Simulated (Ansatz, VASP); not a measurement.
# Two plane-wave programs on Sc4Ta

```
Sc Ta
1.0
     4.86787    0.00000    0.00000
     0.00000    4.86787    0.00000
     0.00000    0.00000    4.86787
Sc Ta
4 1
Direct
  0.00000 0.50000 0.50000
  0.50000 0.00000 0.50000
  0.50000 0.50000 0.00000
  0.50000 0.50000 0.50000
  0.00000 0.00000 0.00000
```

Alike in both runs: functional PBE; k mesh 4 × 4 × 4; occupations gaussian, width 0.1 eV; no spin polarisation.

Ansatz relaxed the structure, and its values are those at the end. VASP's run is a single point on that final structure, the one shown.

```csv
,VASP,Ansatz
version,VASP 6.6.1,Ansatz 0.2.0
potentials or method,"VASP PAW PBE potentials, release 64 (Sc_sv, Ta_pv), cutoff 520 eV","scalar-relativistic, plane waves, PAW"
valence electrons in the cell,55,57
```

|  | VASP | Ansatz | Ansatz less VASP |
| --- | --- | --- | --- |
| gap on the k mesh at the Fermi level (eV) | none | none | - |
| pressure (GPa) | 0.3 | 0.1 | -0.25 |

A gap of «none» marks a metal or a gap that the smearing closes. VASP's potentials hold 55 valence electrons a cell and Ansatz's 57, so a difference there can come from the potentials and not from the codes.

Spin-orbit coupling is off throughout.
